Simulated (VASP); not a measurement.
A run of VASP 6.6.1:

The input POSCAR:

```
Nb
1.0
   -1.2537462599      1.2537462599      1.2537462599
    1.2537462599     -1.2537462599      1.2537462599
    1.2537462599      1.2537462599     -1.2537462599
Nb
1
Direct
    0.0000000000      0.0000000000      0.0000000000
```

INCAR.step1

```
SYSTEM = Nb
ALGO = Normal
EDIFF = 1E-7
ENCUT = 520
GGA = PS
ISIF = 2
ISMEAR = -1
LASPH = .True.
LCHARG = .True.
LMAXMIX = 4
LREAL = .False.
LWAVE = .False.
NBANDS = 12
NELM = 100
PREC = Accurate
SIGMA = 0.1
```

Contents of KPOINTS.step1:

```
k-points
0
Gamma
  16 16 16
  0 0 0
```

Contents of INCAR.step2:

```
SYSTEM = Nb
ALGO = Normal
EDIFF = 1E-7
ENCUT = 520
GGA = PS
ICHARG = 11
ISIF = 2
ISMEAR = -5
LASPH = .True.
LCHARG = .False.
LMAXMIX = 4
LORBIT = 11
LREAL = .False.
LWAVE = .False.
NEDOS = 1001
NELM = 100
PREC = Accurate
SIGMA = 0.1
```

Contents of KPOINTS.step2:

```
k-points
0
Gamma
  24 24 24
  0 0 0
```

Potentials or basis: VASP PAW PBE potentials, release 64 (Nb_sv).

The run is started by

```console
$ cat potpaw_PBE.64/Nb_sv/POTCAR > POTCAR
$ cp INCAR.step1 INCAR
$ cp KPOINTS.step1 KPOINTS
$ mpirun -np 1 vasp_std > vasp.out
$ cp INCAR.step2 INCAR
$ cp KPOINTS.step2 KPOINTS
$ mpirun -np 1 vasp_std > vasp.out
```

Hardware: 1 thread of Intel Xeon 6975P-C, on a shared host.

Q: Estimate the wall time of this run.

A: Run time: 65 s on 1 thread of Intel Xeon 6975P-C (shared host), peak memory 0.18 GiB. Counts: k points 413.
